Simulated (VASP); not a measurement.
# PbO2 (P4_2/mnm) in VASP: notebook, part 2 of 2

VASP 6.6.1.

## 3. Electric field gradients, PBEsol

INCAR

```
  ALGO = Normal
  EDIFF = 1E-8
  ENCUT = 520
  GGA = PS
  ISIF = 2
  ISMEAR = -1
  LASPH = True
  LCHARG = False
  LEFG = True
  LREAL = False
  LWAVE = False
  NBANDS = 35
  NELM = 100
  PREC = Accurate
  SIGMA = 0.02
```

KPOINTS

```
k-points
0
Gamma
  5 5 7
```

POSCAR

```
PbO2
1.0
    4.9578000000      0.0000000000      0.0000000000
    0.0000000000      4.9578000000      0.0000000000
    0.0000000000      0.0000000000      3.3878000000
Pb O
2 4
Direct
    0.0000000000      0.0000000000      0.0000000000
    0.5000000000      0.5000000000      0.5000000000
    0.3067000000      0.3067000000      0.0000000000
    0.1933000000      0.8067000000      0.5000000000
    0.6933000000      0.6933000000      0.0000000000
    0.8067000000      0.1933000000      0.5000000000
```

Potentials or basis: VASP PAW PBE potentials, release 64 (Pb_d, O).

Run with:

```sh
> cat potpaw_PBE.64/Pb_d/POTCAR potpaw_PBE.64/O/POTCAR > POTCAR
> mpirun -np 1 vasp_std > vasp.out
```

OUTCAR:

```text
EDIFF = 1E-8
   ENCUT = 520
   GGA = PS
   ISIF = 2
   ISMEAR = -1
   LASPH = True
   LREAL = False
   NELM = 100
   PREC = Accurate

 ion  position               nearest neighbor table
   1  0.000  0.000  0.000-   3 2.15   5 2.15   4 2.17   6 2.17   4 2.17   6 2.17   2 3.89   2 3.89
                             2 3.89   2 3.89   2 3.89   2 3.89   2 3.89   2 3.89
   2  0.500  0.500  0.500-   4 2.15   6 2.15   5 2.17   3 2.17   3 2.17   5 2.17   1 3.89   1 3.89
                             1 3.89   1 3.89   1 3.89   1 3.89   1 3.89   1 3.89
   3  0.307  0.307  0.000-   1 2.15   2 2.17   2 2.17
   4  0.193  0.807  0.500-   2 2.15   1 2.17   1 2.17
   5  0.693  0.693  0.000-   1 2.15   2 2.17   2 2.17
   6  0.807  0.193  0.500-   2 2.15   1 2.17   1 2.17

  LATTYP: Found a simple tetragonal cell.
 ALAT       =     4.9578000000
 C/A-ratio  =     0.6833272823

  Lattice vectors:

 A1 = (   4.9578000000,   0.0000000000,   0.0000000000)
 A2 = (   0.0000000000,   4.9578000000,   0.0000000000)
 A3 = (   0.0000000000,   0.0000000000,   3.3878000000)

Analysis of symmetry for initial positions (statically):
=====================================================================
 Subroutine PRICEL returns:
 Original cell was already a primitive cell.

 Routine SETGRP: Setting up the symmetry group for a
 simple tetragonal supercell.

 Subroutine GETGRP returns: Found 16 space group operations
 (whereof  8 operations were pure point group operations)
 out of a pool of 16 trial point group operations.

The static configuration has the point symmetry D_2h.
 The point group associated with its full space group is D_4h.

Analysis of symmetry for dynamics (positions and initial velocities):
=====================================================================
 Subroutine PRICEL returns:
[... 1092 lines left out ...]
  external PRESSURE =      34.5356620 kB  Pullay stress =       0.0000000 kB

 VOLUME and BASIS-vectors are now :
 -----------------------------------------------------------------------------
  energy-cutoff  :      520.00
  volume of cell :       83.27
      direct lattice vectors                 reciprocal lattice vectors
     4.957800000  0.000000000  0.000000000     0.201702368  0.000000000  0.000000000
     0.000000000  4.957800000  0.000000000     0.000000000  0.201702368  0.000000000
     0.000000000  0.000000000  3.387800000     0.000000000  0.000000000  0.295176811

 POSITION                                       TOTAL-FORCE (eV/Angst)
 -----------------------------------------------------------------------------------
      0.00000      0.00000      0.00000         0.000000     -0.000000      0.000000
      2.47890      2.47890      1.69390         0.000000     -0.000000      0.000000
      1.52056      1.52056      0.00000         0.031420      0.031420      0.000000
      0.95834      3.99946      1.69390        -0.031420      0.031420      0.000000
      3.43724      3.43724      0.00000        -0.031420     -0.031420      0.000000
      3.99946      0.95834      1.69390         0.031420     -0.031420      0.000000
 -----------------------------------------------------------------------------------
    total drift:                                0.000000     -0.000000     -0.000000

  FREE ENERGIE OF THE ION-ELECTRON SYSTEM (eV)
  ---------------------------------------------------
  free  energy   TOTEN  =       -34.0438200736 eV

  energy  without entropy=      -34.0436984874  energy(sigma->0) =      -34.04375928

 Electric field gradients (V/A^2)
---------------------------------------------------------------------
 ion       V_xx      V_yy      V_zz      V_xy      V_xz      V_yz
---------------------------------------------------------------------
   1      54.663    54.663  -109.326   -81.937     0.000    -0.000
   2      54.663    54.663  -109.326    81.937     0.000    -0.000
   3     -25.543   -25.543    51.085   101.503    -0.000    -0.000
   4     -25.543   -25.543    51.085  -101.503     0.000     0.000
   5     -25.543   -25.543    51.085   101.503     0.000    -0.000
   6     -25.543   -25.543    51.085  -101.503     0.000     0.000
---------------------------------------------------------------------

 Electric field gradients after diagonalization (V/A^2)
 (convention: |V_zz| > |V_xx| > |V_yy|)
----------------------------------------------------------------------
 ion       V_xx      V_yy      V_zz     asymmetry (V_yy - V_xx)/ V_zz
----------------------------------------------------------------------
   1    -109.326   -27.274   136.600       0.601
   2    -109.326   -27.274   136.600       0.601
   3      75.960    51.085  -127.045       0.196
   4      75.960    51.085  -127.045       0.196
   5      75.960    51.085  -127.045       0.196
   6      75.960    51.085  -127.045       0.196
----------------------------------------------------------------------

           NMR quadrupolar parameters

 Cq : quadrupolar parameter    Cq=e*Q*V_zz/h
 eta: asymmetry parameters     (V_yy - V_xx)/ V_zz
 Q  : nuclear electric quadrupole moment in mb (millibarn)
----------------------------------------------------------------------
 ion       Cq(MHz)       eta       Q (mb)
----------------------------------------------------------------------
   1       0.330       0.601       1.000
   2       0.330       0.601       1.000
   3      -0.307       0.196       1.000
   4      -0.307       0.196       1.000
   5      -0.307       0.196       1.000
   6      -0.307       0.196       1.000
----------------------------------------------------------------------
```

Run time: 51 s. Hardware: 1 thread of Intel Xeon Platinum 8559C (Emerald Rapids), shared host; peak memory 0.22 GiB.

Results:

- Free energy: -34.0438 eV
- Pressure: 3.5 GPa
- Largest force: 0.044 eV/Å
- Band gap on the k mesh: 0.14 eV, indirect (least direct gap 0.39 eV)

Forces in eV/Å, atoms in the order of the input:
```
Pb   0.000  0.000  0.000
Pb   0.000  0.000  0.000
O    0.031  0.031  0.000
O   -0.031  0.031  0.000
O   -0.031 -0.031  0.000
O    0.031 -0.031  0.000
```

Levels at points of the mesh, in eV from the valence-band top:
```tsv
k point	band 23	band 24	band 25	band 26	band 27	band 28	band 29	band 30
(0.00, 0.00, 0.00)	-0.57	-0.56	-0.55	-0.55	0.14	4.43	5.86	5.86
```

Electric field gradients, principal values (V/Å²):
| atom | least | middle | greatest (by size) |
| --- | --- | --- | --- |
| 1 Pb | -27.274 | -109.326 | 136.600 |
| 2 Pb | -27.274 | -109.326 | 136.600 |
| 3 O | 51.085 | 75.960 | -127.045 |
| 4 O | 51.085 | 75.960 | -127.045 |
| 5 O | 51.085 | 75.960 | -127.045 |
| 6 O | 51.085 | 75.960 | -127.045 |

Caveat: without QUAD_EFG the Cq values of the log hold for a quadrupole moment of 1 mb, not for the nuclei; the PAW data sets were made with another functional, which shifts forces and pressure a little; spin-orbit coupling is left out, which moves the levels of the heavy elements. A k mesh can miss the band edges.

## 4. Electric field gradients, r2SCAN

POSCAR is that of step 3.

INCAR.step1

```
SYSTEM = PbO2
PREC     = Accurate       ! precision mode
ENCUT    = 520            ! plane-wave cutoff, eV
ISMEAR   = -1             ! smearing method
SIGMA    = 0.02           ! smearing width, eV
LREAL    = .FALSE.        ! projectors in reciprocal space
LASPH    = .TRUE.         ! aspherical terms in the spheres
NELM     = 100            ! most SCF steps
NBANDS   = 35             ! bands
GGA      = PE             ! functional
ALGO     = Normal         ! electronic algorithm
EDIFF    = 1E-4           ! SCF threshold, eV
LWAVE    = .TRUE.         ! write WAVECAR
LCHARG   = .FALSE.        ! write CHGCAR
```

INCAR.step2

```
SYSTEM = PbO2
PREC     = Accurate       ! precision mode
ENCUT    = 520            ! plane-wave cutoff, eV
EDIFF    = 1E-8           ! SCF threshold, eV
ISMEAR   = -1             ! smearing method
SIGMA    = 0.02           ! smearing width, eV
LREAL    = .FALSE.        ! projectors in reciprocal space
LASPH    = .TRUE.         ! aspherical terms in the spheres
NELM     = 100            ! most SCF steps
ALGO     = Normal         ! electronic algorithm
ISIF     = 2              ! what is computed and relaxed
LWAVE    = .FALSE.        ! write WAVECAR
LCHARG   = .FALSE.        ! write CHGCAR
METAGGA  = R2SCAN         ! meta-GGA
LMIXTAU  = .TRUE.       
LEFG     = .TRUE.       
NBANDS   = 35             ! bands
ISTART   = 1
```

KPOINTS

```
Automatic mesh
0
G
  5 5 7
  0 0 0
```

Potentials or basis: VASP PAW PBE potentials, release 64 (Pb_d, O).

Run with:

```sh
> cat potpaw_PBE.64/Pb_d/POTCAR potpaw_PBE.64/O/POTCAR > POTCAR
> cp INCAR.step1 INCAR
> mpirun -np 1 vasp_std > vasp.out
> cp INCAR.step2 INCAR
> mpirun -np 1 vasp_std > vasp.out
```

OUTCAR:

```text
SYSTEM = PbO2
   PREC = Accurate
   ENCUT = 520
   EDIFF = 1E-8
   ISMEAR = -1
   LREAL = .FALSE.
   LASPH = .TRUE.
   NELM = 100
   ISIF = 2
   METAGGA = R2SCAN
   ISTART = 1

 ion  position               nearest neighbor table
   1  0.000  0.000  0.000-   3 2.15   5 2.15   4 2.17   6 2.17   4 2.17   6 2.17   2 3.89   2 3.89
                             2 3.89   2 3.89   2 3.89   2 3.89   2 3.89   2 3.89
   2  0.500  0.500  0.500-   4 2.15   6 2.15   5 2.17   3 2.17   3 2.17   5 2.17   1 3.89   1 3.89
                             1 3.89   1 3.89   1 3.89   1 3.89   1 3.89   1 3.89
   3  0.307  0.307  0.000-   1 2.15   2 2.17   2 2.17
   4  0.193  0.807  0.500-   2 2.15   1 2.17   1 2.17
   5  0.693  0.693  0.000-   1 2.15   2 2.17   2 2.17
   6  0.807  0.193  0.500-   2 2.15   1 2.17   1 2.17

  LATTYP: Found a simple tetragonal cell.
 ALAT       =     4.9578000000
 C/A-ratio  =     0.6833272823

  Lattice vectors:

 A1 = (   4.9578000000,   0.0000000000,   0.0000000000)
 A2 = (   0.0000000000,   4.9578000000,   0.0000000000)
 A3 = (   0.0000000000,   0.0000000000,   3.3878000000)

Analysis of symmetry for initial positions (statically):
=====================================================================
 Subroutine PRICEL returns:
 Original cell was already a primitive cell.

 Routine SETGRP: Setting up the symmetry group for a
 simple tetragonal supercell.

 Subroutine GETGRP returns: Found 16 space group operations
 (whereof  8 operations were pure point group operations)
 out of a pool of 16 trial point group operations.

The static configuration has the point symmetry D_2h.
[... 1095 lines left out ...]
  Total        1.5685872      1.5685872      2.1351365     -0.0000000      0.0000000      0.0000000
  in kB       30.1802943     30.1802943     41.0809486     -0.0000000      0.0000000      0.0000000
  external PRESSURE =      33.8138458 kB  Pullay stress =       0.0000000 kB

 VOLUME and BASIS-vectors are now :
 -----------------------------------------------------------------------------
  energy-cutoff  :      520.00
  volume of cell :       83.27
      direct lattice vectors                 reciprocal lattice vectors
     4.957800000  0.000000000  0.000000000     0.201702368  0.000000000  0.000000000
     0.000000000  4.957800000  0.000000000     0.000000000  0.201702368  0.000000000
     0.000000000  0.000000000  3.387800000     0.000000000  0.000000000  0.295176811

 POSITION                                       TOTAL-FORCE (eV/Angst)
 -----------------------------------------------------------------------------------
      0.00000      0.00000      0.00000         0.000000      0.000000     -0.000000
      2.47890      2.47890      1.69390         0.000000      0.000000     -0.000000
      1.52056      1.52056      0.00000         0.005589      0.005589      0.000000
      0.95834      3.99946      1.69390        -0.005589      0.005589     -0.000000
      3.43724      3.43724      0.00000        -0.005589     -0.005589     -0.000000
      3.99946      0.95834      1.69390         0.005589     -0.005589     -0.000000
 -----------------------------------------------------------------------------------
    total drift:                                0.000000     -0.000000     -0.000000

  FREE ENERGIE OF THE ION-ELECTRON SYSTEM (eV)
  ---------------------------------------------------
  free  energy   TOTEN  =      -142.2434308602 eV

  energy  without entropy=     -142.2432806287  energy(sigma->0) =     -142.24335574

 Electric field gradients (V/A^2)
---------------------------------------------------------------------
 ion       V_xx      V_yy      V_zz      V_xy      V_xz      V_yz
---------------------------------------------------------------------
   1      54.395    54.395  -108.791   -80.571     0.000     0.000
   2      54.395    54.395  -108.791    80.571     0.000    -0.000
   3     -25.897   -25.897    51.793   101.446    -0.000    -0.000
   4     -25.897   -25.897    51.793  -101.446     0.000     0.000
   5     -25.897   -25.897    51.793   101.446     0.000     0.000
   6     -25.897   -25.897    51.793  -101.446     0.000     0.000
---------------------------------------------------------------------

 Electric field gradients after diagonalization (V/A^2)
 (convention: |V_zz| > |V_xx| > |V_yy|)
----------------------------------------------------------------------
 ion       V_xx      V_yy      V_zz     asymmetry (V_yy - V_xx)/ V_zz
----------------------------------------------------------------------
   1    -108.791   -26.176   134.967       0.612
   2    -108.791   -26.176   134.967       0.612
   3      75.550    51.793  -127.343       0.187
   4      75.550    51.793  -127.343       0.187
   5      75.550    51.793  -127.343       0.187
   6      75.550    51.793  -127.343       0.187
----------------------------------------------------------------------

           NMR quadrupolar parameters

 Cq : quadrupolar parameter    Cq=e*Q*V_zz/h
 eta: asymmetry parameters     (V_yy - V_xx)/ V_zz
 Q  : nuclear electric quadrupole moment in mb (millibarn)
----------------------------------------------------------------------
 ion       Cq(MHz)       eta       Q (mb)
----------------------------------------------------------------------
   1       0.326       0.612       1.000
   2       0.326       0.612       1.000
   3      -0.308       0.187       1.000
   4      -0.308       0.187       1.000
   5      -0.308       0.187       1.000
   6      -0.308       0.187       1.000
----------------------------------------------------------------------
```

OSZICAR.step1:

```text
N       E                     dE             d eps       ncg     rms          rms(c)
DAV:   1     0.678136997842E+03    0.67814E+03   -0.25786E+04  1696   0.181E+03
DAV:   2     0.553737452203E+02   -0.62276E+03   -0.59170E+03  1809   0.496E+02
DAV:   3    -0.330177007896E+02   -0.88391E+02   -0.85671E+02  2044   0.205E+02
DAV:   4    -0.373836834297E+02   -0.43660E+01   -0.43259E+01  2096   0.482E+01
DAV:   5    -0.375368623889E+02   -0.15318E+00   -0.15290E+00  2253   0.920E+00    0.142E+01
DAV:   6    -0.317005193975E+02    0.58363E+01   -0.17630E+01  2551   0.517E+01    0.441E+00
DAV:   7    -0.317440115459E+02   -0.43492E-01   -0.17020E+00  1832   0.936E+00    0.277E+00
DAV:   8    -0.317383743512E+02    0.56372E-02   -0.36448E-01  2661   0.609E+00    0.117E+00
DAV:   9    -0.317106778755E+02    0.27696E-01   -0.78584E-02  2588   0.387E+00    0.121E-01
DAV:  10    -0.317123035789E+02   -0.16257E-02   -0.10356E-02  1854   0.543E-01    0.126E-01
DAV:  11    -0.317122575457E+02    0.46033E-04   -0.29018E-04  1919   0.181E-01
   1 F= -.31712258E+02 E0= -.31712191E+02  d E =-.132522E-03
```

It took 2.8 min on 1 thread of Intel Xeon Platinum 8559C (Emerald Rapids), shared host; peak memory 0.24 GiB.

Results:

```yaml
Free_energy: -142.2434 eV
Pressure: 3.4 GPa
Largest_force: 0.008 eV/Å
Band_gap_on_the_k_mesh: 0.14 eV, indirect (least direct gap 0.47 eV)
```

Forces on the atoms (eV/Å):
```
Pb   0.000  0.000  0.000
Pb   0.000  0.000  0.000
O    0.006  0.006  0.000
O   -0.006  0.006  0.000
O   -0.006 -0.006  0.000
O    0.006 -0.006  0.000
```

Electric field gradients, principal values (V/Å²):
```csv
atom,least,middle,greatest (by size)
1 Pb,-26.176,-108.791,134.967
2 Pb,-26.176,-108.791,134.967
3 O,51.793,75.550,-127.343
4 O,51.793,75.550,-127.343
5 O,51.793,75.550,-127.343
6 O,51.793,75.550,-127.343
```

Caveat: without QUAD_EFG the Cq values of the log hold for a quadrupole moment of 1 mb, not for the nuclei; the PAW data sets were made with another functional, which shifts forces and pressure a little; spin-orbit coupling is left out, which moves the levels of the heavy elements.

## 5. Summary

| level | gap on the mesh (eV) | pressure (GPa) | largest force (eV/Å) |
| --- | --- | --- | --- |
| PBE | 0.13 | 9.2 | 0.01 |
| PBEsol | 0.14 | 3.5 | 0.04 |
| r2SCAN | 0.14 | 3.4 | 0.01 |

Alike in all rows: task electric field gradients; potentials or basis VASP PAW PBE potentials, release 64 (Pb_d, O); no spin polarisation; cell as given; k mesh 5 × 5 × 7; cutoff (eV) 520; smearing fermi-dirac 0.02 eV.

On the cell as given the gap runs from 0.13 eV (PBE) to 0.14 eV (PBEsol). The pressure there spans 3.4 GPa (r2SCAN) to 9.2 GPa (PBE); a positive pressure means that this level wants a larger cell, a negative one a smaller.

Caveats: spin-orbit coupling is left out, which moves the levels of the heavy elements; the PAW data sets were made with another functional, which shifts forces and pressure a little (some runs).

Total energies depend on the potentials used, so only differences within one code and one set of settings carry meaning.
